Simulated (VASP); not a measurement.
# Si4C3 (P3m1) in VASP: relaxation of shape and atoms at fixed volume with PBE

Aim: the relaxation of shape and atoms at fixed volume of Si4C3 with PBE.

Everything below comes from runs of VASP 6.6.1. Logs are shortened: lines on timing, memory, paths and dates and some standing lists are left out, and cuts for length are marked.

## 1. The cell of the first run

Symmetry: P3m1, No. 156, trigonal system. Conventional cell: a = 3.242 Å, b = 3.242 Å, c = 19.375 Å, α = 90.00°, β = 90.00°, γ = 120.00°. Within 2.6 Å of Si (site symmetry 3m) lie 4 C at 1.95 to 1.98 Å. Si (site symmetry 3m) has 4 C at 1.94 to 1.98 Å within 2.6 Å. Si (site symmetry 3m) has 1 C at 1.95 Å and 3 Si at 2.30 Å within 2.6 Å. Within 2.6 Å of Si (site symmetry 3m) lie 3 C at 1.97 Å and 1 Si at 2.47 Å. Si (site symmetry 3m) has 4 C at 1.98 Å within 2.6 Å. Si (site symmetry 3m) has 4 C at 1.96 to 1.98 Å within 2.6 Å. Si (site symmetry 3m) has 4 C at 1.97 to 1.98 Å within 2.6 Å. Si (site symmetry 3m) has 4 Si at 2.30 to 2.47 Å within 3.0 Å.

## 2. Relaxation of shape and atoms at fixed volume, PBE (12.60 Å³/atom)

INCAR reads:

```
PREC     = Accurate       # precision mode
ENCUT    = 600            # plane-wave cutoff, eV
EDIFF    = 1E-7           # SCF threshold, eV
ISMEAR   = 0              # smearing method
SIGMA    = 0.1            # smearing width, eV
LREAL    = F              # projectors in reciprocal space
LASPH    = T              # aspherical terms in the spheres
NELM     = 120            # most SCF steps
ALGO     = Normal         # electronic algorithm
ISIF     = 4              # what is computed and relaxed
LWAVE    = F              # write WAVECAR
LCHARG   = F              # write CHGCAR
GGA      = PE             # functional
IBRION   = 2              # ionic algorithm
NSW      = 50             # ionic steps
EDIFFG   = -0.01          # ionic threshold
GGA_COMPAT= F            
NELMIN   = 4
```

KPOINTS reads:

```
Automatic mesh
0
Gamma
  12 12 2
```

POSCAR reads:

```
Si4C3
1.0
    3.2422704107      0.0000000000      0.0000000000
   -1.6211352053      2.8078885416      0.0000000000
    0.0000000000      0.0000000000     19.3749752388
Si C
8 6
Direct
    0.6666666667      0.3333333333      0.2644667700
    0.3333333333      0.6666666667      0.1307484195
    0.0000000000      0.0000000000      0.9971397425
    0.3333333333      0.6666666667      0.8003422861
    0.6666666667      0.3333333333      0.6657436257
    0.0000000000      0.0000000000      0.3980278851
    0.3333333333      0.6666666667      0.5315720115
    0.3333333333      0.6666666667      0.9278093387
    0.3333333333      0.6666666667      0.2311206805
    0.0000000000      0.0000000000      0.0979454725
    0.6666666667      0.3333333333      0.7681380429
    0.3333333333      0.6666666667      0.6331224153
    0.6666666667      0.3333333333      0.3650715985
    0.0000000000      0.0000000000      0.4990517111
```

Potentials or basis: VASP PAW PBE potentials, release 64 (Si, C).

Started as:

```console
$ cat potpaw_PBE.64/Si/POTCAR potpaw_PBE.64/C/POTCAR > POTCAR
$ mpirun -np 1 vasp_std > vasp.out
```

OUTCAR:

```text
PREC = Accurate
   ENCUT = 600
   EDIFF = 1E-7
   ISMEAR = 0
   LREAL = F
   LASPH = T
   NELM = 120
   ISIF = 4
   GGA = PE
   IBRION = 2
   NSW = 50
   EDIFFG = -0.01
   NELMIN = 4

 ion  position               nearest neighbor table
   1  0.667  0.333  0.264-  13 1.95   9 1.98   9 1.98   9 1.98
   2  0.333  0.667  0.131-   9 1.94  10 1.98  10 1.98  10 1.98
   3  0.000  0.000  0.997-  10 1.95   8 2.30   8 2.30   8 2.30
   4  0.333  0.667  0.800-  11 1.97  11 1.97  11 1.97   8 2.47
   5  0.667  0.333  0.666-  12 1.98  12 1.98  12 1.98  11 1.98
   6  0.000  0.000  0.398-  14 1.96  13 1.98  13 1.98  13 1.98
   7  0.333  0.667  0.532-  12 1.97  14 1.98  14 1.98  14 1.98
   8  0.333  0.667  0.928-   3 2.30   3 2.30   3 2.30   4 2.47
   9  0.333  0.667  0.231-   2 1.94   1 1.98   1 1.98   1 1.98
  10  0.000  0.000  0.098-   3 1.95   2 1.98   2 1.98   2 1.98
  11  0.667  0.333  0.768-   4 1.97   4 1.97   4 1.97   5 1.98
  12  0.333  0.667  0.633-   7 1.97   5 1.98   5 1.98   5 1.98
  13  0.667  0.333  0.365-   1 1.95   6 1.98   6 1.98   6 1.98
  14  0.000  0.000  0.499-   6 1.96   7 1.98   7 1.98   7 1.98

  LATTYP: Found a hexagonal cell.
 ALAT       =     3.2422704107
 C/A-ratio  =     5.9757431628

  Lattice vectors:

 A1 = (   3.2422704107,   0.0000000000,   0.0000000000)
 A2 = (  -1.6211352053,   2.8078885416,   0.0000000000)
 A3 = (   0.0000000000,   0.0000000000,  19.3749752388)

Analysis of symmetry for initial positions (statically):
=====================================================================
 Subroutine PRICEL returns:
 Original cell was already a primitive cell.

 Routine SETGRP: Setting up the symmetry group for a
 hexagonal supercell.

 Subroutine GETGRP returns: Found  6 space group operations
 (whereof  6 operations were pure point group operations)
 out of a pool of 24 trial point group operations.

The static configuration has the point symmetry C_3v.

Analysis of symmetry for dynamics (positions and initial velocities):
=====================================================================
 Subroutine PRICEL returns:
 Original cell was already a primitive cell.

 Routine SETGRP: Setting up the symmetry group for a
 hexagonal supercell.

 Subroutine GETGRP returns: Found  6 space group operations
 (whereof  6 operations were pure point group operations)
 out of a pool of 24 trial point group operations.

The dynamic configuration has the point symmetry C_3v.

 Subroutine INISYM returns: Found  6 space group operations
 (whereof  6 operations are pure point group operations),
 and found     1 'primitive' translations

----------------------------------------------------------------------------------------

                                     Primitive cell

  volume of cell :     176.3885

  direct lattice vectors                    reciprocal lattice vectors
     3.242270411  0.000000000  0.000000000     0.308425848  0.178069746  0.000000000
    -1.621135205  2.807888542  0.000000000     0.000000000  0.356139492  0.000000000
     0.000000000  0.000000000 19.374975239     0.000000000  0.000000000  0.051612969

  length of vectors
     3.242270411  3.242270411 19.374975239     0.356139492  0.356139492  0.051612969

  position of ions in fractional coordinates (direct lattice)
     0.666666667  0.333333333  0.264466770
     0.333333333  0.666666667  0.130748420
     0.000000000  0.000000000  0.997139743
     0.333333333  0.666666667  0.800342286
     0.666666667  0.333333333  0.665743626
     0.000000000  0.000000000  0.398027885
     0.333333333  0.666666667  0.531572012
     0.333333333  0.666666667  0.927809339
     0.333333333  0.666666667  0.231120680
     0.000000000  0.000000000  0.097945473
     0.666666667  0.333333333  0.768138043
     0.333333333  0.666666667  0.633122415
     0.666666667  0.333333333  0.365071599
     0.000000000  0.000000000  0.499051711

  ion indices of the primitive-cell ions
   primitive index   ion index
                 1           1
                 2           2
                 3           3
                 4           4
                 5           5
                 6           6
[... 25 lines left out ...]
     0.029678291  0.029678291  0.025806485

  Shift w.r.t. Gamma in fractional coordinates (k-lattice)
     0.000000000  0.000000000  0.000000000

 Subroutine IBZKPT returns following result:
 ===========================================

 Found     38 irreducible k-points:

 Following reciprocal coordinates:
            Coordinates               Weight
  0.000000  0.000000  0.000000      1.000000
  0.083333  0.000000  0.000000      6.000000
  0.166667 -0.000000  0.000000      6.000000
  0.250000  0.000000  0.000000      6.000000
  0.333333 -0.000000  0.000000      6.000000
  0.416667 -0.000000  0.000000      6.000000
[... 16 lines left out ...]
  0.250000  0.000000  0.500000      6.000000
  0.333333 -0.000000  0.500000      6.000000
 [... further k-points ...]
   k-points           NKPTS =     38   k-points in BZ     NKDIM =     38   number of bands    NBANDS=     36
   number of dos      NEDOS =    301   number of ions     NIONS =     14
   total plane-waves  NPLWV = 125440
   dimension x,y,z NGX =    28 NGY =   28 NGZ =  160
   dimension x,y,z NGXF=    56 NGYF=   56 NGZF=  320
   ions per type =               8   6
   NGX,Y,Z   is equivalent  to a cutoff of  14.36, 14.36, 13.73 a.u.
   NGXF,Y,Z  is equivalent  to a cutoff of  28.71, 28.71, 27.46 a.u.
 SYSTEM =  unknown system
   PREC   = accura    normal or accurate (medium, high low for compatibility)
   ISTART =      0    job   : 0-new  1-cont  2-samecut
   ICHARG =      2    charge: 1-file 2-atom 10-const
   ISPIN  =      1    spin polarized calculation?
   LNONCOLLINEAR =      F non collinear calculations
   LSORBIT =      F    spin-orbit coupling
   LASPH  =      T    aspherical Exc in radial PAW
   ENCUT  =  600.0 eV  44.10 Ry    6.64 a.u.   6.48  6.48 38.70*2*pi/ulx,y,z
   NELM   =    120;   NELMIN=  4; NELMDL= -5     # of ELM steps
   EDIFF  = 0.1E-06   stopping-criterion for ELM
   LREAL  =      F    real-space projection
   EDIFFG = -.1E-01   stopping-criterion for IOM
   NSW    =     50    number of steps for IOM
   IBRION =      2    ionic relax: 0-MD 1-quasi-New 2-CG
   NFREE  =      1    steps in history (QN), initial steepest desc. (CG)
   ISIF   =      4    stress and relaxation
   ISYM   =      2    0-nonsym 1-usesym 2-fastsym
   POTIM  = 0.5000    time-step for ionic-motion
   TEBEG  =    0.0;   TEEND  =   0.0 temperature during run
   PSTRESS=    0.0 pullay stress
   NELECT =      56.0000    total number of electrons
   NUPDOWN=      -1.0000    fix difference up-down
   EMIN   =  10.00;   EMAX   =-10.00  energy-range for DOS
   EFERMI =   0.00;   METHOD = LEGACY
   ISMEAR =     0;   SIGMA  =   0.10  broadening in eV -4-tet -1-fermi 0-gaus
   EFERMI_NEDOS =   21; number of points for ismear=-14 and -15
   IALGO  =     38    algorithm
   IMIX   =      4    mixing-type and parameters
     AMIX     =   0.40;   BMIX     =  1.00
     AMIX_MAG =   1.60;   BMIX_MAG =  1.00
  volume/ion in A,a.u.               =      12.60        85.02
  Fermi-wavevector in a.u.,A,eV,Ry     =   1.116814  2.110472 16.970179  1.247273
  Thomas-Fermi vector in A             =   2.253431
   LORBIT       =      0    0 simple, 1 ext, 2 COOP (PROOUT), +10 PAW based schemes
   GGA     = PE    functional components
   LHFCALC =     F    Hartree Fock is set to
   AEXX    =    0.0000 exact exchange contribution
   IVDW    =     0    specifies the selected vdW correction
   LEPSILON=     F    determine dielectric tensor
   LRPA    =     F    only Hartree local field effects (RPA)
 conjugate gradient relaxation of ions
 non-spin polarized calculation
 Gauss-broadening in eV      SIGMA  =   0.10
  energy-cutoff  :      600.00
  volume of cell :      176.39
 maximum number of plane-waves:      5958
 NGX is ok and might be reduce to    28
   NGX = 13   NGY = 13   NGZ = 77

--------------------------------------- Ionic step        1  -------------------------------------------

 number of electron      55.9999999 magnetization

 Free energy of the ion-electron system (eV)
  ---------------------------------------------------
  ext. energy  EPLUGINS =         0.00000000
  ---------------------------------------------------
  free energy    TOTEN  =       -98.24572921 eV

  energy without entropy =      -98.23678904  energy(sigma->0) =      -98.24125912

------------------------ aborting loop because EDIFF is reached ----------------------------------------

  FORCE on cell =-STRESS in cart. coord.  units (eV):
  Direction    XX          YY          ZZ          XY          YZ          ZX
  --------------------------------------------------------------------------------------
  -------------------------------------------------------------------------------------
  Total      -15.8548506    -15.8548506    -16.4977822     -0.0000000      0.0000000      0.0000000
  in kB     -144.0132605   -144.0132605   -149.8531559     -0.0000000      0.0000000      0.0000000
  external PRESSURE =    -145.9598923 kB  Pullay stress =       0.0000000 kB
[... 125 lines left out ...]
  FREE ENERGIE OF THE ION-ELECTRON SYSTEM (eV)
  ---------------------------------------------------
  free  energy   TOTEN  =       -98.2507327585 eV

  energy  without entropy=      -98.2408762917  energy(sigma->0) =      -98.24580453

[... ionic steps 4 to 10 ...]

--------------------------------------- Ionic step       11  -------------------------------------------

 number of electron      56.0000000 magnetization

------------------------ aborting loop because EDIFF is reached ----------------------------------------
[... 91 lines left out ...]
--------------------------------------- Ionic step       13  -------------------------------------------

 number of electron      56.0000000 magnetization

 Free energy of the ion-electron system (eV)
  ---------------------------------------------------
  ext. energy  EPLUGINS =         0.00000000
  ---------------------------------------------------
  free energy    TOTEN  =       -98.25224567 eV

  energy without entropy =      -98.24329629  energy(sigma->0) =      -98.24777098

 E-fermi :   8.5931     XC(G=0): -10.6697

 val. band max:        8.5793219683   @ k =   0.4167  -0.0000   0.5000
 cond. band min:       8.6227204273   @ k =   0.4167   0.1667   0.0000
 fundamental gap:      0.0433984590
 Fermi energy:         8.5931476185

 k-point     1 :       0.0000    0.0000    0.0000
  band No.  band energies     occupation
      1      -7.7122      2.00000
      2      -7.5040      2.00000
      3      -7.0827      2.00000
      4      -6.4288      2.00000
      5      -5.8016      2.00000
      6      -4.9222      2.00000
[... 925 lines left out ...]
     35      11.1283      0.00000
     36      11.5582      0.00000

 [... further k-points ...]

------------------------ aborting loop because EDIFF is reached ----------------------------------------

  FORCE on cell =-STRESS in cart. coord.  units (eV):
  Direction    XX          YY          ZZ          XY          YZ          ZX
  --------------------------------------------------------------------------------------
  -------------------------------------------------------------------------------------
  Total      -15.6637095    -15.6637095    -15.6786597     -0.0000000      0.0000000     -0.0000000
  in kB     -142.2770817   -142.2770817   -142.4128775     -0.0000000      0.0000000     -0.0000000
  external PRESSURE =    -142.3223470 kB  Pullay stress =       0.0000000 kB
[... 29 lines left out ...]
  FREE ENERGIE OF THE ION-ELECTRON SYSTEM (eV)
  ---------------------------------------------------
  free  energy   TOTEN  =       -98.2522456722 eV

  energy  without entropy=      -98.2432962887  energy(sigma->0) =      -98.24777098

 reached required accuracy - stopping structural energy minimisation
```

Run time: 48 min. Hardware: 1 thread of Oxide Virtual Turin-like, shared host; peak memory 0.46 GiB.

What came out:

```yaml
Free_energy: -98.2522 eV
Energy_gained_by_relaxing: 0.5 meV/atom
Ionic_steps: 13
Pressure_after_relaxing: -14.2 GPa
Largest_force_after_relaxing: 0.008 eV/Å
Band_gap_on_the_k_mesh: zero (bands 28 and 29 overlap by 2.05 eV)
```

Forces in eV/Å, atoms in the order of the input:
```
Si   0.000  0.000 -0.001
Si   0.000  0.000 -0.005
Si   0.000  0.000 -0.001
Si   0.000  0.000 -0.001
Si   0.000  0.000  0.002
Si   0.000  0.000  0.008
Si   0.000  0.000  0.001
Si   0.000  0.000 -0.001
C    0.000  0.000  0.003
C    0.000  0.000 -0.002
C    0.000  0.000 -0.002
C    0.000  0.000  0.007
C    0.000  0.000 -0.006
C    0.000  0.000 -0.001
```

Step by step:
```csv
step,energy change (eV),largest force (eV/Å),pressure (GPa),volume (Å³)
1,0.0000,0.3422,-14.60,176.39
2,-0.0050,0.0717,-14.33,176.39
3,-0.0050,0.0747,-14.32,176.39
4,-0.0061,0.0293,-14.27,176.39
5,-0.0061,0.0348,-14.26,176.39
6,-0.0063,0.0226,-14.25,176.39
7,-0.0063,0.0273,-14.24,176.39
8,-0.0064,0.0144,-14.23,176.39
9,-0.0064,0.0195,-14.23,176.39
10,-0.0065,0.0138,-14.24,176.39
11,-0.0065,0.0147,-14.24,176.39
12,-0.0065,0.0147,-14.23,176.39
13,-0.0065,0.0082,-14.23,176.39
```

Final structure:
```
CELL_PARAMETERS angstrom
3.24747 0.00000 0.00000
-1.62374 2.81239 0.00000
0.00000 0.00000 19.31296
ATOMIC_POSITIONS crystal
Si 0.66667 0.33333 0.26425
Si 0.33333 0.66667 0.13042
Si 0.00000 0.00000 0.99655
Si 0.33333 0.66667 0.80058
Si 0.66667 0.33333 0.66581
Si 0.00000 0.00000 0.39789
Si 0.33333 0.66667 0.53154
Si 0.33333 0.66667 0.92929
C 0.33333 0.66667 0.23085
C 0.00000 0.00000 0.09759
C 0.66667 0.33333 0.76845
C 0.33333 0.66667 0.63320
C 0.66667 0.33333 0.36491
C 0.00000 0.00000 0.49898
```

The gap in the log of VASP goes by the Fermi energy; the results here count the filled bands.